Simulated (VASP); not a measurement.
The system is CuO (Tenorite).

```xyz
4
Lattice="2.9005 0.0000 0.0000 0.8811 2.7634 0.0000 -0.6863 -0.5015 5.0579" Properties=species:S:1:pos:R:3 pbc="T T T"
Cu    0.4406    1.3817    0.0000
Cu    1.1071   -0.2508    2.5289
O     1.8840    1.0308    1.2645
O     1.2113    1.2311    3.7934
```

Base run:

- Program: VASP 6.6.1
- Functional: PBE
- Potentials or basis: VASP PAW PBE potentials, release 64 (Cu, O)
- Cutoff: 520 eV
- k mesh: 9 × 9 × 5
- Occupations: fermi-dirac, width 0.2 eV
- Spin: no spin polarisation

Its results: band gap on the k mesh zero (band 17 reaches 5.99 eV, above the bottom of band 18 at 5.43 eV); pressure 6.8 GPa; largest force 0.201 eV/Å.

The run is repeated on the same cell with these changes: occupations from fermi-dirac, width 0.2 eV to fermi-dirac, width 0.3 eV. What comes out?

Band gap on the k mesh zero (band 17 reaches 5.99 eV, above the bottom of band 18 at 5.43 eV); pressure 7.4 GPa; largest force 0.168 eV/Å.

Caveats: semilocal functionals often make such compounds metallic where correlation or magnetic order opens a gap, which also shifts bond lengths.
